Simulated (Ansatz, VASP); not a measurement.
**Ga: VASP beside Ansatz**

```xyz
2
Lattice="-2.7660 0.0000 0.0000 -0.1174 0.0000 3.3299 -1.3830 4.0265 0.0000" Properties=species:S:1:pos:R:3 pbc="T T T"
Ga   -2.7954    1.0549    0.8325
Ga   -1.4711    2.9716    2.4974
```

Alike in both runs: task single point; functional PBE; k mesh 14 × 10 × 14; occupations gaussian, width 0.05 eV; no spin polarisation.

|  | VASP | Ansatz |
| --- | --- | --- |
| version | VASP 6.6.1 | Ansatz 0.2.0 |
| potentials or method | VASP PAW PBE potentials, release 64 (Ga_d), cutoff 520 eV | scalar-relativistic, plane waves, PAW |
| valence electrons in the cell | 26 | 26 |

|  | VASP | Ansatz | Ansatz less VASP |
| --- | --- | --- | --- |
| gap on the k mesh at the Fermi level (eV) | none | none | - |
| rms of the force components (eV/Å) | 0.117 | 0.115 | -0.0019 |

Atom by atom the forces differ by 0.002 eV/Å (rms over components). A gap of «none» marks a metal or a gap that the smearing closes.
